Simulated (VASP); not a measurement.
# Lu (P6_3/mmc) in VASP: a series of runs

Runs on Lu. Level: r2SCAN. Tasks: single point.

Everything below comes from runs of VASP 6.6.1. Logs are shortened: lines on timing, memory, paths and dates and some standing lists are left out, and cuts for length are marked.

## (1) The cell of the first run

Symmetry: P6_3/mmc, No. 194, hexagonal system. The conventional cell has a = 3.505 Å, b = 3.505 Å, c = 5.470 Å, α = 90.00°, β = 90.00°, γ = 120.00°. Within 4.5 Å of Lu (site symmetry -6m2) lie 12 Lu at 3.40 to 3.50 Å.

## (2) Single point, r2SCAN

POSCAR reads:

```
Lu
1.0
    3.5048186286      0.0000000000      0.0000000000
   -1.7524093143      3.0352619680      0.0000000000
    0.0000000000      0.0000000000      5.4696750779
Lu
2
Direct
    0.3333333333      0.6666666667      0.2500000000
    0.6666666667      0.3333333333      0.7500000000
```

INCAR.step1 reads:

```
SYSTEM = Lu
ALGO = Normal
EDIFF = 1E-4
ENCUT = 520
GGA = PE
ISMEAR = 1
LASPH = .TRUE.
LCHARG = .FALSE.
LREAL = .FALSE.
LWAVE = .TRUE.
NBANDS = 32
NELM = 60
PREC = Accurate
SIGMA = 0.1
```

INCAR.step2 reads:

```
SYSTEM = Lu
ALGO = Normal
EDIFF = 1E-6
ENCUT = 520
ISIF = 2
ISMEAR = 1
ISTART = 1
LASPH = .TRUE.
LCHARG = .FALSE.
LMIXTAU = .TRUE.
LREAL = .FALSE.
LWAVE = .FALSE.
METAGGA = R2SCAN
NBANDS = 32
NELM = 60
PREC = Accurate
SIGMA = 0.1
```

KPOINTS reads:

```
k-points
0
G
  10 10 6
  0 0 0
```

Potentials or basis: VASP PAW PBE potentials, release 64 (Lu).

The run is started by

```bash
> cat potpaw_PBE.64/Lu/POTCAR > POTCAR
> cp INCAR.step1 INCAR
> mpirun -np 1 vasp_std > vasp.out
> cp INCAR.step2 INCAR
> mpirun -np 1 vasp_std > vasp.out
```

OUTCAR:

```text
SYSTEM = Lu
   EDIFF = 1E-6
   ENCUT = 520
   ISIF = 2
   ISMEAR = 1
   ISTART = 1
   LASPH = .TRUE.
   LREAL = .FALSE.
   METAGGA = R2SCAN
   NELM = 60
   PREC = Accurate

 ion  position               nearest neighbor table
   1  0.333  0.667  0.250-   2 3.40   2 3.40   2 3.40   2 3.40   2 3.40   2 3.40
   2  0.667  0.333  0.750-   1 3.40   1 3.40   1 3.40   1 3.40   1 3.40   1 3.40

  LATTYP: Found a hexagonal cell.
 ALAT       =     3.5048186286
 C/A-ratio  =     1.5606157287

  Lattice vectors:

 A1 = (   3.5048186286,   0.0000000000,   0.0000000000)
 A2 = (  -1.7524093143,   3.0352619680,   0.0000000000)
 A3 = (   0.0000000000,   0.0000000000,   5.4696750779)

Analysis of symmetry for initial positions (statically):
=====================================================================
 Subroutine PRICEL returns:
 Original cell was already a primitive cell.

 Routine SETGRP: Setting up the symmetry group for a
 hexagonal supercell.

 Subroutine GETGRP returns: Found 24 space group operations
 (whereof 12 operations were pure point group operations)
 out of a pool of 24 trial point group operations.

The static configuration has the point symmetry D_3d.
 The point group associated with its full space group is D_6h.

Analysis of symmetry for dynamics (positions and initial velocities):
=====================================================================
 Subroutine PRICEL returns:
 Original cell was already a primitive cell.

 Routine SETGRP: Setting up the symmetry group for a
 hexagonal supercell.

 Subroutine GETGRP returns: Found 24 space group operations
 (whereof 12 operations were pure point group operations)
 out of a pool of 24 trial point group operations.

The dynamic configuration has the point symmetry D_3d.
 The point group associated with its full space group is D_6h.

 Subroutine INISYM returns: Found 24 space group operations
 (whereof 12 operations are pure point group operations),
 and found     1 'primitive' translations

----------------------------------------------------------------------------------------

                                     Primitive cell

  volume of cell :      58.1866

  direct lattice vectors                    reciprocal lattice vectors
     3.504818629  0.000000000  0.000000000     0.285321469  0.164730427  0.000000000
    -1.752409314  3.035261968  0.000000000     0.000000000  0.329460854  0.000000000
     0.000000000  0.000000000  5.469675078     0.000000000  0.000000000  0.182826217

  length of vectors
     3.504818629  3.504818629  5.469675078     0.329460854  0.329460854  0.182826217

  position of ions in fractional coordinates (direct lattice)
     0.333333333  0.666666667  0.250000000
     0.666666667  0.333333333  0.750000000

  ion indices of the primitive-cell ions
   primitive index   ion index
                 1           1
                 2           2

----------------------------------------------------------------------------------------

 KPOINTS: k-points

Automatic generation of k-mesh.
 Grid dimensions read from file:
 generate k-points for:   10   10    6

 Generating k-lattice:

  Cartesian coordinates                     Fractional coordinates (reciprocal lattice)
     0.028532147  0.016473043  0.000000000     0.100000000 -0.000000000  0.000000000
     0.000000000  0.032946085  0.000000000     0.000000000  0.100000000  0.000000000
     0.000000000  0.000000000  0.030471036     0.000000000  0.000000000  0.166666667

  Length of vectors
     0.032946085  0.032946085  0.030471036

  Shift w.r.t. Gamma in fractional coordinates (k-lattice)
     0.000000000  0.000000000  0.000000000

 Subroutine IBZKPT returns following result:
 ===========================================

 Found     56 irreducible k-points:

 Following reciprocal coordinates:
            Coordinates               Weight
  0.000000  0.000000  0.000000      1.000000
  0.100000 -0.000000  0.000000      6.000000
  0.200000 -0.000000  0.000000      6.000000
  0.300000 -0.000000  0.000000      6.000000
  0.400000 -0.000000  0.000000      6.000000
  0.500000 -0.000000  0.000000      3.000000
[... 16 lines left out ...]
  0.300000  0.100000  0.166667     24.000000
  0.400000  0.100000  0.166667     24.000000
 [... further k-points ...]
   k-points           NKPTS =     56   k-points in BZ     NKDIM =     56   number of bands    NBANDS=     32
   number of dos      NEDOS =    301   number of ions     NIONS =      2
   total plane-waves  NPLWV =  32928
   dimension x,y,z NGX =    28 NGY =   28 NGZ =   42
   dimension x,y,z NGXF=    56 NGYF=   56 NGZF=   84
   ions per type =               2
   NGX,Y,Z   is equivalent  to a cutoff of  13.28, 13.28, 12.77 a.u.
   NGXF,Y,Z  is equivalent  to a cutoff of  26.56, 26.56, 25.53 a.u.
 SYSTEM =  Lu
   PREC   = accura    normal or accurate (medium, high low for compatibility)
   ISTART =      1    job   : 0-new  1-cont  2-samecut
   ICHARG =      0    charge: 1-file 2-atom 10-const
   ISPIN  =      1    spin polarized calculation?
   LNONCOLLINEAR =      F non collinear calculations
   LSORBIT =      F    spin-orbit coupling
   LASPH  =      T    aspherical Exc in radial PAW
   ENCUT  =  520.0 eV  38.22 Ry    6.18 a.u.   6.52  6.52 10.17*2*pi/ulx,y,z
   NELM   =     60;   NELMIN=  2; NELMDL=  0     # of ELM steps
   EDIFF  = 0.1E-05   stopping-criterion for ELM
   LREAL  =      F    real-space projection
[... 7 lines left out ...]
   TEBEG  =    0.0;   TEEND  =   0.0 temperature during run
   PSTRESS=    0.0 pullay stress
   NELECT =      50.0000    total number of electrons
   NUPDOWN=      -1.0000    fix difference up-down
   EMIN   =  10.00;   EMAX   =-10.00  energy-range for DOS
   EFERMI =   0.00;   METHOD = LEGACY
   ISMEAR =     1;   SIGMA  =   0.10  broadening in eV -4-tet -1-fermi 0-gaus
   EFERMI_NEDOS =   21; number of points for ismear=-14 and -15
   IALGO  =     38    algorithm
   IMIX   =      4    mixing-type and parameters
     AMIX     =   0.40;   BMIX     =  1.00
     AMIX_MAG =   1.60;   BMIX_MAG =  1.00
  volume/ion in A,a.u.               =      29.09       196.33
  Fermi-wavevector in a.u.,A,eV,Ry     =   1.556409  2.941187 32.958877  2.422409
  Thomas-Fermi vector in A             =   2.660209
   LORBIT       =      0    0 simple, 1 ext, 2 COOP (PROOUT), +10 PAW based schemes
   METAGGA = R2SCAN    functional components
   LHFCALC =     F    Hartree Fock is set to
   AEXX    =    0.0000 exact exchange contribution
   IVDW    =     0    specifies the selected vdW correction
   LEPSILON=     F    determine dielectric tensor
   LRPA    =     F    only Hartree local field effects (RPA)
 non-spin polarized calculation
 Methfessel and Paxton  Order N= 1 SIGMA  =   0.10
  energy-cutoff  :      520.00
  volume of cell :       58.19
 maximum number of plane-waves:      1616
 NGX is ok and might be reduce to    28
   NGX = 13   NGY = 13   NGZ = 21

 number of electron      49.9999994 magnetization

 Free energy of the ion-electron system (eV)
  ---------------------------------------------------
  ext. energy  EPLUGINS =         0.00000000
  ---------------------------------------------------
  free energy    TOTEN  =       -76.11340376 eV

  energy without entropy =      -76.11334636  energy(sigma->0) =      -76.11338463

 E-fermi :   2.1513     XC(G=0): -11.6057

 val. band max:        2.1399138694   @ k =   0.2000   0.2000   0.1667
 cond. band min:       2.1525091945   @ k =   0.4000   0.1000   0.3333
 fundamental gap:      0.0125953252
 Fermi energy:         2.1513457792

 k-point     1 :       0.0000    0.0000    0.0000
  band No.  band energies     occupation
      1     -55.7092      2.00000
      2     -55.6704      2.00000
      3     -26.0136      2.00000
      4     -25.5600      2.00000
      5     -25.5599      2.00000
      6     -25.4742      2.00000
[... 24 lines left out ...]
     31       5.9589      0.00000
     32       5.9589      0.00000

 k-point     2 :       0.1000   -0.0000    0.0000
  band No.  band energies     occupation
      1     -55.7067      2.00000
      2     -55.6696      2.00000
      3     -25.9970      2.00000
      4     -25.5921      2.00000
      5     -25.5711      2.00000
      6     -25.5083      2.00000
[... 24 lines left out ...]
     31       5.6331      0.00000
     32       5.7052      0.00000

 k-point     3 :       0.2000   -0.0000    0.0000
  band No.  band energies     occupation
      1     -55.7000      2.00000
      2     -55.6677      2.00000
      3     -25.9507      2.00000
      4     -25.6770      2.00000
      5     -25.5992      2.00000
      6     -25.5947      2.00000
[... 24 lines left out ...]
     31       6.0983      0.00000
     32       6.2820      0.00000

 k-point     4 :       0.3000   -0.0000    0.0000
  band No.  band energies     occupation
      1     -55.6910      2.00000
      2     -55.6660      2.00000
      3     -25.8841      2.00000
      4     -25.7828      2.00000
      5     -25.6964      2.00000
      6     -25.6322      2.00000
[... 24 lines left out ...]
     31       6.9013      0.00000
     32       7.2550      0.00000

 k-point     5 :       0.4000   -0.0000    0.0000
  band No.  band energies     occupation
      1     -55.6827      2.00000
      2     -55.6657      2.00000
      3     -25.8687      2.00000
      4     -25.8146      2.00000
      5     -25.7752      2.00000
      6     -25.6579      2.00000
[... 584 lines left out ...]
     31       5.9876      0.00000
     32       6.4387      0.00000

 k-point    22 :       0.2000    0.1000    0.1667
  band No.  band energies     occupation
      1     -55.6924      2.00000
      2     -55.6683      2.00000
      3     -25.9026      2.00000
      4     -25.7158      2.00000
      5     -25.6882      2.00000
      6     -25.6117      2.00000
[... 24 lines left out ...]
     31       6.5198      0.00000
     32       7.1160      0.00000

 k-point    23 :       0.3000    0.1000    0.1667
  band No.  band energies     occupation
      1     -55.6842      2.00000
      2     -55.6669      2.00000
      3     -25.8881      2.00000
      4     -25.7929      2.00000
      5     -25.7350      2.00000
      6     -25.6504      2.00000
[... 24 lines left out ...]
     31       7.6173      0.00000
     32       7.9354      0.00000

 k-point    24 :       0.4000    0.1000    0.1667
  band No.  band energies     occupation
      1     -55.6781      2.00000
      2     -55.6670      2.00000
      3     -25.9157      2.00000
      4     -25.8274      2.00000
      5     -25.7337      2.00000
      6     -25.6655      2.00000
[... 24 lines left out ...]
     31       8.3361      0.00000
     32       8.6240      0.00000

 [... further k-points ...]
[... 5 lines left out ...]
  --------------------------------------------------------------------------------------
  -------------------------------------------------------------------------------------
  Total        0.0795995      0.0795995     -0.1331610      0.0000000     -0.0000000     -0.0000000
  in kB        2.1917837      2.1917837     -3.6666081      0.0000000     -0.0000000     -0.0000000
  external PRESSURE =       0.2389864 kB  Pullay stress =       0.0000000 kB

 VOLUME and BASIS-vectors are now :
 -----------------------------------------------------------------------------
  energy-cutoff  :      520.00
  volume of cell :       58.19
      direct lattice vectors                 reciprocal lattice vectors
     3.504818629  0.000000000  0.000000000     0.285321469  0.164730427  0.000000000
    -1.752409314  3.035261968  0.000000000     0.000000000  0.329460854  0.000000000
     0.000000000  0.000000000  5.469675078     0.000000000  0.000000000  0.182826217

 POSITION                                       TOTAL-FORCE (eV/Angst)
 -----------------------------------------------------------------------------------
     -0.00000      2.02351      1.36742        -0.000000     -0.000000      0.000000
      1.75241      1.01175      4.10226         0.000000      0.000000      0.000000
 -----------------------------------------------------------------------------------
    total drift:                               -0.000000      0.000000     -0.000000

  FREE ENERGIE OF THE ION-ELECTRON SYSTEM (eV)
  ---------------------------------------------------
  free  energy   TOTEN  =       -76.1134037605 eV

  energy  without entropy=      -76.1133463599  energy(sigma->0) =      -76.11338463
```

Run time: 11 min. Hardware: 1 thread of Intel Xeon 8259CL, shared host; peak memory 0.25 GiB.

What came out:

```yaml
Free_energy: -76.1134 eV
Pressure: 0.0 GPa
Band_gap_on_the_k_mesh: zero (bands 25 and 26 overlap by 1.99 eV)
```

Caveat: the PAW data sets were made with another functional, which shifts forces and pressure a little; spin-orbit coupling is left out, which moves the levels of the heavy elements.

## (3) Single point, r2SCAN

POSCAR is that of step 2.

INCAR.step1 reads:

```
  ALGO = Normal
  EDIFF = 1E-4
  ENCUT = 520
  GGA = PE
  ISMEAR = 1
  LASPH = T
  LCHARG = F
  LREAL = F
  LWAVE = T
  NBANDS = 32
  NELM = 80
  PREC = Accurate
  SIGMA = 0.3
```

INCAR.step2 reads:

```
  ALGO = Normal
  EDIFF = 1E-6
  ENCUT = 520
  ISIF = 2
  ISMEAR = 1
  ISTART = 1
  LASPH = T
  LCHARG = F
  LMIXTAU = T
  LREAL = F
  LWAVE = F
  METAGGA = R2SCAN
  NBANDS = 32
  NELM = 80
  PREC = Accurate
  SIGMA = 0.3
```

KPOINTS reads:

```
k-points
0
Gamma
  10 10 6
```

Potentials or basis: VASP PAW PBE potentials, release 64 (Lu).

The run is started by

```bash
> cat potpaw_PBE.64/Lu/POTCAR > POTCAR
> cp INCAR.step1 INCAR
> mpirun -np 1 vasp_std > vasp.out
> cp INCAR.step2 INCAR
> mpirun -np 1 vasp_std > vasp.out
```

OUTCAR:

```text
EDIFF = 1E-6
   ENCUT = 520
   ISIF = 2
   ISMEAR = 1
   ISTART = 1
   LASPH = T
   LREAL = F
   METAGGA = R2SCAN
   NELM = 80
   PREC = Accurate

 ion  position               nearest neighbor table
   1  0.333  0.667  0.250-   2 3.40   2 3.40   2 3.40   2 3.40   2 3.40   2 3.40
   2  0.667  0.333  0.750-   1 3.40   1 3.40   1 3.40   1 3.40   1 3.40   1 3.40

  LATTYP: Found a hexagonal cell.
 ALAT       =     3.5048186286
 C/A-ratio  =     1.5606157287

  Lattice vectors:

[... 191 lines left out ...]
      2     -55.6729      2.00000
      3     -26.0142      2.00000
      4     -25.5629      2.00000
      5     -25.5629      2.00000
      6     -25.4772      2.00000
[... 829 lines left out ...]
     31       8.3354      0.00000
     32       8.6224      0.00000

 [... further k-points ...]
[... 5 lines left out ...]
  --------------------------------------------------------------------------------------
  -------------------------------------------------------------------------------------
  Total        0.0879025      0.0879025      0.0393741     -0.0000000      0.0000000     -0.0000000
  in kB        2.4204071      2.4204071      1.0841708     -0.0000000      0.0000000     -0.0000000
  external PRESSURE =       1.9749950 kB  Pullay stress =       0.0000000 kB

 VOLUME and BASIS-vectors are now :
 -----------------------------------------------------------------------------
  energy-cutoff  :      520.00
  volume of cell :       58.19
      direct lattice vectors                 reciprocal lattice vectors
     3.504818629  0.000000000  0.000000000     0.285321469  0.164730427  0.000000000
    -1.752409314  3.035261968  0.000000000     0.000000000  0.329460854  0.000000000
     0.000000000  0.000000000  5.469675078     0.000000000  0.000000000  0.182826217

 POSITION                                       TOTAL-FORCE (eV/Angst)
 -----------------------------------------------------------------------------------
     -0.00000      2.02351      1.36742         0.000000     -0.000000      0.000000
      1.75241      1.01175      4.10226        -0.000000      0.000000      0.000000
 -----------------------------------------------------------------------------------
    total drift:                               -0.000000      0.000000     -0.000000

  FREE ENERGIE OF THE ION-ELECTRON SYSTEM (eV)
  ---------------------------------------------------
  free  energy   TOTEN  =       -76.1173995041 eV

  energy  without entropy=      -76.1029675231  energy(sigma->0) =      -76.11258884
```

Wall time 12 min (1 thread of Intel Xeon 8259CL, shared host); peak memory 0.25 GiB.

What came out:

* Free energy: -76.1174 eV
* Pressure: 0.2 GPa
* Band gap on the k mesh: zero (bands 25 and 26 overlap by 2.00 eV)

Stress tensor (GPa, compression positive):
```
0.24 0.00 0.00
0.00 0.24 0.00
0.00 0.00 0.11
```

Caveat: the PAW data sets were made with another functional, which shifts forces and pressure a little; spin-orbit coupling is left out, which moves the levels of the heavy elements.

## (4) Single point, r2SCAN

POSCAR is that of step 3.

INCAR.step1 reads:

```
SYSTEM = Lu
PREC = Accurate
ENCUT = 520
ISMEAR = 1
SIGMA = 0.6
LREAL = .FALSE.
LASPH = .TRUE.
NELM = 100
NBANDS = 32
GGA = PE
ALGO = Normal
EDIFF = 1E-4
LWAVE = .TRUE.
LCHARG = .FALSE.
```

INCAR.step2 reads:

```
SYSTEM = Lu
PREC = Accurate
ENCUT = 520
EDIFF = 1E-7
ISMEAR = 1
SIGMA = 0.6
LREAL = .FALSE.
LASPH = .TRUE.
NELM = 100
ALGO = Normal
ISIF = 2
LWAVE = .FALSE.
LCHARG = .FALSE.
METAGGA = R2SCAN
LMIXTAU = .TRUE.
NBANDS = 32
ISTART = 1
```

KPOINTS reads:

```
Automatic mesh
0
G
  10 10 6
  0 0 0
```

The run is started by

```bash
> cat potpaw_PBE.64/Lu/POTCAR > POTCAR
> cp INCAR.step1 INCAR
> mpirun -np 1 vasp_std > vasp.out
> cp INCAR.step2 INCAR
> mpirun -np 1 vasp_std > vasp.out
```

It took 14 min on 1 thread of Intel Xeon 8259CL, shared host; peak memory 0.25 GiB.

Results (log left out):

```yaml
Free_energy: -76.1430 eV
Pressure: 0.4 GPa
Band_gap_on_the_k_mesh: zero (bands 25 and 26 overlap by 2.00 eV)
```

Stress tensor (GPa, compression positive):
```
0.23 0.00 0.00
0.00 0.23 0.00
0.00 0.00 0.64
```

Levels at points of the mesh, in eV from the Fermi level:
```
           k point  band 23  band 24  band 25  band 26  band 27  band 28
(0.00, 0.00, 0.00)    -5.02    -2.39     0.55     2.45     2.45     2.93
(0.50, 0.00, 0.00)    -2.38    -1.42    -0.84    -0.42     1.74     2.11
(0.00, 0.00, 0.50)    -4.53    -4.53     1.37     1.37     2.36     2.36
(0.50, 0.00, 0.50)    -2.11    -2.11     0.10     0.10     1.47     1.47
```

Caveat: so wide a smearing shifts energies and pressures; the PAW data sets were made with another functional, which shifts forces and pressure a little; spin-orbit coupling is left out, which moves the levels of the heavy elements.

(Part 1 of 2 ends here.)

The gap in the log of VASP goes by the Fermi energy; the results here count the filled bands.